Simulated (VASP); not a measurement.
GaCuSe2, 8 atoms in the cell. It takes space group I-42d (No. 122, tetragonal). Conventional cell: a = 5.619 Å, b = 5.619 Å, c = 11.026 Å, α = 90.00°, β = 90.00°, γ = 90.00°. Within 3.2 Å of Ga (site symmetry -4) lie 4 Se at 2.42 Å. Within 3.2 Å of Cu (site symmetry -4) lie 4 Se at 2.42 Å. Within 3.2 Å of Se (site symmetry 2) lie 2 Ga at 2.42 Å and 2 Cu at 2.42 Å. 

* Program: VASP 6.6.1
* Task: single point
* Functional: PBEsol
* Potentials or basis: VASP PAW PBE potentials, release 64 (Ga_d, Cu, Se)
* Cutoff: 520 eV
* k mesh: 4 × 4 × 4
* Occupations: gaussian, width 0.1 eV
* Spin: no spin polarisation
* Dipole correction: no
* Further INCAR settings: ALGO = Normal; EDIFF = 1e-07; NBANDS = 46

Potentials or basis: VASP PAW PBE potentials, release 64 (Ga_d, Cu, Se).

Command:

```sh
$ cat potpaw_PBE.64/Ga_d/POTCAR potpaw_PBE.64/Cu/POTCAR potpaw_PBE.64/Se/POTCAR > POTCAR
$ mpirun -np 1 vasp_std > vasp.out
```

Hardware: 1 thread of Intel(R) Xeon(R) 6975P-C (Granite Rapids), on a shared host.

Task: How long does it take, and how much memory?

Result: Run time: 2.4 min on 1 thread of Intel(R) Xeon(R) 6975P-C (Granite Rapids) (shared host), peak memory 0.44 GiB. Counts: scf iterations 17, k points 13.
